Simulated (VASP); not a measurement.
# Pt (Fm-3m) in VASP: a series of runs, part 2 of 3

VASP 6.6.1.

### 3 Single point, PBEsol (equal strain along all axes, cell held: -2.0 %)

INCAR

```
SYSTEM = Pt
ALGO = Fast
EDIFF = 1E-6
ENCUT = 520
GGA = PS
ISIF = 2
ISMEAR = 0
LASPH = .True.
LCHARG = .True.
LELF = .True.
LREAL = .False.
LVHAR = .True.
LWAVE = .False.
NBANDS = 17
NELM = 80
PREC = Accurate
SIGMA = 0.1
```

KPOINTS

```
k-points
0
Gamma
  18 18 14
  0 0 0
```

POSCAR

```
Pt
1.0
    1.9198497386      1.9198497386      0.0000000000
   -1.9198497386      1.9198497386      0.0000000000
    0.0000000000      0.0000000000      3.8396994772
Pt
2
Direct
    0.0000000000      0.0000000000      0.0000000000
    0.5000000000      0.5000000000      0.5000000000
```

Potentials or basis: VASP PAW PBE potentials, release 64 (Pt).

Launch:

```
$ cat potpaw_PBE.64/Pt/POTCAR > POTCAR
$ mpirun -np 1 vasp_std > vasp.out
```

OUTCAR:

```text
SYSTEM = Pt
   EDIFF = 1E-6
   ENCUT = 520
   GGA = PS
   ISIF = 2
   ISMEAR = 0
   LASPH = .True.
   LREAL = .False.
   NELM = 80
   PREC = Accurate

 ion  position               nearest neighbor table
   1  0.000  0.000  0.000-   2 2.72   2 2.72   2 2.72   2 2.72   2 2.72   2 2.72   2 2.72   2 2.72

   2  0.500  0.500  0.500-   1 2.72   1 2.72   1 2.72   1 2.72   1 2.72   1 2.72   1 2.72   1 2.72

  LATTYP: Found a simple tetragonal cell.
 ALAT       =     2.7150775380
 C/A-ratio  =     1.4142135624

  Lattice vectors:

 A1 = (   1.9198497386,   1.9198497386,   0.0000000000)
 A2 = (  -1.9198497386,   1.9198497386,   0.0000000000)
 A3 = (   0.0000000000,   0.0000000000,   3.8396994772)

Analysis of symmetry for initial positions (statically):
=====================================================================
 Subroutine PRICEL returns following result:

  LATTYP: Found a face centered cubic cell.
 ALAT       =     3.8396994772

  Lattice vectors:

 A1 = (   0.0000000000,  -1.9198497386,  -1.9198497386)
 A2 = (   1.9198497386,   0.0000000000,  -1.9198497386)
 A3 = (   1.9198497386,  -1.9198497386,   0.0000000000)

   2 primitive cells build up your supercell.

 Routine SETGRP: Setting up the symmetry group for a
 simple tetragonal supercell.

 Subroutine GETGRP returns: Found 16 space group operations
 (whereof 16 operations were pure point group operations)
 out of a pool of 16 trial point group operations.

The static configuration has the point symmetry D_4h.

Analysis of symmetry for dynamics (positions and initial velocities):
=====================================================================
 Subroutine PRICEL returns following result:

  LATTYP: Found a face centered cubic cell.
 ALAT       =     3.8396994772

  Lattice vectors:

 A1 = (   0.0000000000,  -1.9198497386,  -1.9198497386)
 A2 = (   1.9198497386,   0.0000000000,  -1.9198497386)
 A3 = (   1.9198497386,  -1.9198497386,   0.0000000000)

   2 primitive cells build up your supercell.

 Routine SETGRP: Setting up the symmetry group for a
 simple tetragonal supercell.

 Subroutine GETGRP returns: Found 16 space group operations
 (whereof 16 operations were pure point group operations)
 out of a pool of 16 trial point group operations.

The dynamic configuration has the point symmetry D_4h.

 Subroutine INISYM returns: Found 16 space group operations
 (whereof 16 operations are pure point group operations),
 and found     2 'primitive' translations

----------------------------------------------------------------------------------------

                                     Primitive cell

  volume of cell :      14.1525

  direct lattice vectors                    reciprocal lattice vectors
     0.000000000 -1.919849739 -1.919849739    -0.260437049 -0.260437049 -0.260437049
     1.919849739  0.000000000 -1.919849739     0.260437049  0.260437049 -0.260437049
     1.919849739 -1.919849739  0.000000000     0.260437049 -0.260437049  0.260437049

  length of vectors
     2.715077538  2.715077538  2.715077538     0.451090201  0.451090201  0.451090201

  position of ions in fractional coordinates (direct lattice)
     0.000000000  0.000000000  0.000000000

  ion indices of the primitive-cell ions
   primitive index   ion index
                 1           1

----------------------------------------------------------------------------------------

 KPOINTS: k-points

Automatic generation of k-mesh.
 Grid dimensions read from file:
 generate k-points for:   18   18   14

 Generating k-lattice:

  Cartesian coordinates                     Fractional coordinates (reciprocal lattice)
     0.014468725  0.014468725  0.000000000     0.055555556  0.000000000  0.000000000
    -0.014468725  0.014468725  0.000000000     0.000000000  0.055555556  0.000000000
     0.000000000  0.000000000  0.018602646     0.000000000  0.000000000  0.071428571

  Length of vectors
     0.020461867  0.020461867  0.018602646

  Shift w.r.t. Gamma in fractional coordinates (k-lattice)
     0.000000000  0.000000000  0.000000000

 Subroutine IBZKPT returns following result:
 ===========================================

 Found    440 irreducible k-points:

 Following reciprocal coordinates:
            Coordinates               Weight
  0.000000  0.000000  0.000000      1.000000
  0.055556  0.000000  0.000000      4.000000
  0.111111  0.000000  0.000000      4.000000
  0.166667  0.000000  0.000000      4.000000
  0.222222  0.000000  0.000000      4.000000
  0.277778  0.000000  0.000000      4.000000
[... 16 lines left out ...]
  0.277778  0.111111  0.000000      8.000000
  0.333333  0.111111  0.000000      8.000000
 [... further k-points ...]
   k-points           NKPTS =    440   k-points in BZ     NKDIM =    440   number of bands    NBANDS=     17
   number of dos      NEDOS =    301   number of ions     NIONS =      2
   total plane-waves  NPLWV =  12000
   dimension x,y,z NGX =    20 NGY =   20 NGZ =   30
   dimension x,y,z NGXF=    40 NGYF=   40 NGZF=   60
   ions per type =               2
   NGX,Y,Z   is equivalent  to a cutoff of  12.25, 12.25, 12.99 a.u.
   NGXF,Y,Z  is equivalent  to a cutoff of  24.49, 24.49, 25.98 a.u.
 SYSTEM =  Pt
   PREC   = accura    normal or accurate (medium, high low for compatibility)
   ISTART =      0    job   : 0-new  1-cont  2-samecut
   ICHARG =      2    charge: 1-file 2-atom 10-const
   ISPIN  =      1    spin polarized calculation?
   LNONCOLLINEAR =      F non collinear calculations
   LSORBIT =      F    spin-orbit coupling
   LASPH  =      T    aspherical Exc in radial PAW
   ENCUT  =  520.0 eV  38.22 Ry    6.18 a.u.   5.05  5.05  7.14*2*pi/ulx,y,z
   NELM   =     80;   NELMIN=  2; NELMDL= -5     # of ELM steps
   EDIFF  = 0.1E-05   stopping-criterion for ELM
   LREAL  =      F    real-space projection
   EDIFFG = 0.1E-04   stopping-criterion for IOM
   NSW    =      0    number of steps for IOM
   IBRION =     -1    ionic relax: 0-MD 1-quasi-New 2-CG
   NFREE  =      0    steps in history (QN), initial steepest desc. (CG)
   ISIF   =      2    stress and relaxation
   ISYM   =      2    0-nonsym 1-usesym 2-fastsym
   POTIM  = 0.5000    time-step for ionic-motion
   TEBEG  =    0.0;   TEEND  =   0.0 temperature during run
   PSTRESS=    0.0 pullay stress
   NELECT =      20.0000    total number of electrons
   NUPDOWN=      -1.0000    fix difference up-down
   EMIN   =  10.00;   EMAX   =-10.00  energy-range for DOS
   EFERMI =   0.00;   METHOD = LEGACY
   ISMEAR =     0;   SIGMA  =   0.10  broadening in eV -4-tet -1-fermi 0-gaus
   EFERMI_NEDOS =   21; number of points for ismear=-14 and -15
   IALGO  =     68    algorithm
   IMIX   =      4    mixing-type and parameters
     AMIX     =   0.40;   BMIX     =  1.00
     AMIX_MAG =   1.60;   BMIX_MAG =  1.00
  volume/ion in A,a.u.               =      14.15        95.51
  Fermi-wavevector in a.u.,A,eV,Ry     =   1.458135  2.755475 28.928113  2.126156
  Thomas-Fermi vector in A             =   2.574854
   LORBIT       =      0    0 simple, 1 ext, 2 COOP (PROOUT), +10 PAW based schemes
   GGA     = PS    functional components
   LHFCALC =     F    Hartree Fock is set to
   AEXX    =    0.0000 exact exchange contribution
   IVDW    =     0    specifies the selected vdW correction
   LEPSILON=     F    determine dielectric tensor
   LRPA    =     F    only Hartree local field effects (RPA)
 non-spin polarized calculation
 RMM-DIIS sequential band-by-band and
 Gauss-broadening in eV      SIGMA  =   0.10
  energy-cutoff  :      520.00
  volume of cell :       28.30
 maximum number of plane-waves:       784
   NGX = 11   NGY = 11   NGZ = 15

 number of electron      19.9999993 magnetization

 Free energy of the ion-electron system (eV)
  ---------------------------------------------------
  ext. energy  EPLUGINS =         0.00000000
  ---------------------------------------------------
  free energy    TOTEN  =       -13.83267828 eV

  energy without entropy =      -13.81495957  energy(sigma->0) =      -13.82381893

 E-fermi :  12.3708     XC(G=0): -14.0063

 val. band max:       12.3670960063   @ k =   0.2778   0.1111   0.0714
 cond. band min:      12.3709205534   @ k =   0.2778   0.0000   0.4286
 fundamental gap:      0.0038245471
 Fermi energy:        12.3708450409

 k-point     1 :       0.0000    0.0000    0.0000
  band No.  band energies     occupation
      1       1.3303      2.00000
      2       4.5169      2.00000
      3       5.0168      2.00000
      4       8.1485      2.00000
      5       8.1485      2.00000
      6       8.1489      2.00000
[... 9 lines left out ...]
     16      26.7847      0.00000
     17      32.1087      0.00000
[... 443 lines left out ...]
      1       4.2809      2.00000
      2       6.1769      2.00000
      3       6.8353      2.00000
      4       6.8497      2.00000
      5       7.7569      2.00000
      6       8.3737      2.00000
[... 9 lines left out ...]
     16      27.6467      0.00000
     17      29.5245      0.00000

 [... further k-points ...]
[... 5 lines left out ...]
  --------------------------------------------------------------------------------------
  -------------------------------------------------------------------------------------
  Total        3.5396522      3.5396522      3.5203063      0.0000000      0.0000000      0.0000000
  in kB      200.3592799    200.3592799    199.2642227      0.0000000      0.0000000      0.0000000
  external PRESSURE =     199.9942609 kB  Pullay stress =       0.0000000 kB

 VOLUME and BASIS-vectors are now :
 -----------------------------------------------------------------------------
  energy-cutoff  :      520.00
  volume of cell :       28.30
      direct lattice vectors                 reciprocal lattice vectors
     1.919849739  1.919849739  0.000000000     0.260437049  0.260437049  0.000000000
    -1.919849739  1.919849739  0.000000000    -0.260437049  0.260437049  0.000000000
     0.000000000  0.000000000  3.839699477     0.000000000  0.000000000  0.260437049

 POSITION                                       TOTAL-FORCE (eV/Angst)
 -----------------------------------------------------------------------------------
      0.00000      0.00000      0.00000         0.000000     -0.000000      0.000000
      0.00000      1.91985      1.91985        -0.000000      0.000000      0.000000
 -----------------------------------------------------------------------------------
    total drift:                               -0.000000      0.000000      0.000000

  FREE ENERGIE OF THE ION-ELECTRON SYSTEM (eV)
  ---------------------------------------------------
  free  energy   TOTEN  =       -13.8326782819 eV

  energy  without entropy=      -13.8149595721  energy(sigma->0) =      -13.82381893
```

stdout:

```text
POSCAR found type information on POSCAR Pt
 POSCAR found :  1 types and       2 ions
 scaLAPACK will be used
 -----------------------------------------------------------------------------
|                                                                             |
|                                                                             |
|     You enforced a specific xc type in the INCAR file but a different       |
|     I HOPE YOU KNOW WHAT YOU ARE DOING!                                     |
|                                                                             |
 -----------------------------------------------------------------------------

 LDA part: xc-table for (Slater+PW92), standard interpolation
 POSCAR, INCAR and KPOINTS ok, starting setup
 FFT: planning ... GRIDC
 FFT: planning ... GRID_SOFT
 FFT: planning ... GRID
 WAVECAR not read
 entering main loop
```

It took 4.1 min on 1 thread of Intel Xeon 8259CL, shared host; peak memory 0.28 GiB.

What came out:

| Property | Result |
| --- | --- |
| Free energy | -13.8327 eV |
| Pressure | 20.0 GPa |
| Band gap on the k mesh | zero (bands 10 and 11 overlap by 1.90 eV) |

Levels at points of the mesh, in eV from the Fermi level:
| k point | band 7 | band 8 | band 9 | band 10 | band 11 | band 12 | band 13 | band 14 |
| --- | --- | --- | --- | --- | --- | --- | --- | --- |
| (0.00, 0.00, 0.00) | -1.80 | -1.80 | 0.03 | 0.56 | 0.56 | 1.58 | 9.55 | 11.53 |
| (0.50, 0.00, 0.00) | -2.87 | -2.87 | -1.95 | -1.95 | 2.02 | 2.02 | 11.13 | 11.13 |
| (0.50, 0.50, 0.00) | 0.56 | 0.56 | 0.56 | 0.56 | 1.58 | 1.58 | 9.55 | 9.55 |
| (0.00, 0.00, 0.50) | -2.40 | -2.40 | -2.40 | -2.40 | -0.95 | -0.95 | 17.69 | 17.69 |
| (0.50, 0.00, 0.50) | -0.82 | -0.82 | 0.06 | 0.06 | 0.06 | 0.06 | 6.31 | 6.31 |
| (0.50, 0.50, 0.50) | -2.26 | -2.26 | 0.57 | 0.57 | 7.52 | 7.52 | 8.56 | 8.56 |

Caveat: the cell differs from its parent crystal (equal strain along all axes, cell held: -2.0 %); the cell stands under pressure; the PAW data sets were made with another functional, which shifts forces and pressure a little; spin-orbit coupling is left out, which moves the levels of the heavy elements.

### 4 Single point, PBEsol (equal strain along all axes, cell held: -1.0 %)

INCAR

```
SYSTEM = Pt
  PREC = Accurate
  ENCUT = 520
  EDIFF = 1E-7
  ISMEAR = 0
  SIGMA = 0.1
  LREAL = .FALSE.
  LASPH = .TRUE.
  NELM = 60
  ALGO = Fast
  ISIF = 2
  LWAVE = .FALSE.
  LCHARG = .FALSE.
  GGA = PS
  NBANDS = 17
```

KPOINTS

```
regular mesh
0
G
  18 18 14
  0 0 0
```

POSCAR

```
Pt
1.0
    1.9394400420      1.9394400420      0.0000000000
   -1.9394400420      1.9394400420      0.0000000000
    0.0000000000      0.0000000000      3.8788800841
Pt
2
Direct
    0.0000000000      0.0000000000      0.0000000000
    0.5000000000      0.5000000000      0.5000000000
```

Launch:

```
$ cat potpaw_PBE.64/Pt/POTCAR > POTCAR
$ mpirun -np 1 vasp_std > vasp.out
```

Run time: 4.7 min. Hardware: 1 thread of Intel Xeon 8259CL, shared host; peak memory 0.28 GiB.

Results (log left out):

```yaml
Free_energy: -13.9119 eV
Pressure: 8.9 GPa
Band_gap_on_the_k_mesh: zero (bands 10 and 11 overlap by 1.80 eV)
```

Levels at points of the mesh, in eV from the Fermi level:
| k point | band 8 | band 9 | band 10 | band 11 | band 12 | band 13 |
| --- | --- | --- | --- | --- | --- | --- |
| (0.00, 0.00, 0.00) | -1.72 | 0.03 | 0.53 | 0.53 | 1.64 | 9.20 |
| (0.50, 0.00, 0.00) | -2.72 | -1.85 | -1.85 | 1.94 | 1.94 | 10.92 |
| (0.50, 0.50, 0.00) | 0.53 | 0.53 | 0.53 | 1.64 | 1.64 | 9.20 |
| (0.00, 0.00, 0.50) | -2.27 | -2.27 | -2.27 | -0.90 | -0.90 | 17.41 |
| (0.50, 0.00, 0.50) | -0.69 | 0.05 | 0.05 | 0.05 | 0.05 | 6.06 |
| (0.50, 0.50, 0.50) | -2.14 | 0.53 | 0.53 | 7.30 | 7.30 | 8.40 |

Caveat: the cell differs from its parent crystal (equal strain along all axes, cell held: -1.0 %); the cell stands under pressure; the PAW data sets were made with another functional, which shifts forces and pressure a little; spin-orbit coupling is left out, which moves the levels of the heavy elements.

(Continued in part 3 of 3.)
